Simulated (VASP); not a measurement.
Wanted: the native input for a VASP 6.6.1 run.

```yaml
Task: single point
Functional: PBE
Potentials_or_basis: VASP PAW PBE potentials, release 64 (Mg, Si, N)
Cutoff: 520 eV
k_mesh: 6 × 6 × 6
Occupations: gaussian, width 0.1 eV
Spin: no spin polarisation
Dipole_correction: no
Further_INCAR_settings: ALGO = Normal; EDIFF = 1e-06; NBANDS = 16
```

The structure of MgSi2N lies in POSCAR:

```
MgSi2N
1.0
    1.4138202351      0.8162694901      7.4422086340
   -1.4138202351      0.8162694901      7.4422086340
    0.0000000000     -1.6325389898      7.4422086330
Mg Si N
1 2 1
Direct
    0.5000000000      0.5000000000      0.5000000000
    0.2737112421      0.2737112421      0.2737112421
    0.7262887579      0.7262887579      0.7262887579
    0.0000000000      0.0000000000      0.0000000000
```

These files were run (other wordings do the same):

INCAR

```
SYSTEM = MgSi2N
  PREC = Accurate
  ENCUT = 520
  EDIFF = 1E-6
  ISMEAR = 0
  SIGMA = 0.1
  LREAL = .FALSE.
  LASPH = .TRUE.
  NELM = 80
  ALGO = Normal
  ISIF = 2
  LWAVE = .FALSE.
  LCHARG = .FALSE.
  GGA = PE
  NBANDS = 16
```

KPOINTS

```
regular mesh
0
G
  6 6 6
  0 0 0
```

Potentials or basis: VASP PAW PBE potentials, release 64 (Mg, Si, N).

Command:

```console
$ cat potpaw_PBE.64/Mg/POTCAR potpaw_PBE.64/Si/POTCAR potpaw_PBE.64/N/POTCAR > POTCAR
$ mpirun -np 1 vasp_std > vasp.out
```

Results of the run:

The pressure is -0.1 GPa and the largest force is 0.032 eV/Å.

Caveat: the k points lie up to 0.43 Å⁻¹ apart.

It took 110 s on 1 thread of Intel(R) Xeon(R) Platinum 8559C (Emerald Rapids), with other jobs on the host, peak memory 0.48 GiB.
